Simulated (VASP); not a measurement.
Co:

```
CELL_PARAMETERS angstrom
2.49443 0.00000 0.00000
-1.24722 2.16024 0.00000
0.00000 0.00000 4.02369
ATOMIC_POSITIONS crystal
Co 0.66667 0.33333 0.25000
Co 0.33333 0.66667 0.75000
```

Base run:

| Property | Result |
| --- | --- |
| Program | VASP 6.6.1 |
| Functional | LDA |
| Potentials or basis | VASP PAW LDA potentials, release 64 (Co) |
| Cutoff | 520 eV |
| k mesh | 24 × 24 × 12 |
| Occupations | gaussian, width 0.15 eV |
| Spin | collinear spin, ferromagnetic start |
| Starting moments | [1.375, 1.375] μB |
| Fixed moment | 2.75 μB |

Its results: pressure -20.8 GPa; site moments Co +1.38 μB.

Task: The run is repeated on the same cell with these changes: fixed moment from 2.75 μB to 2.2 μB; moments at the start from [1.38, 1.38] to [1.1, 1.1]. What comes out?

Result: Pressure -23.7 GPa; site moments Co +1.11 μB.

Caveats: the cell stands under tension; the total moment is fixed, so each spin has its own Fermi level.
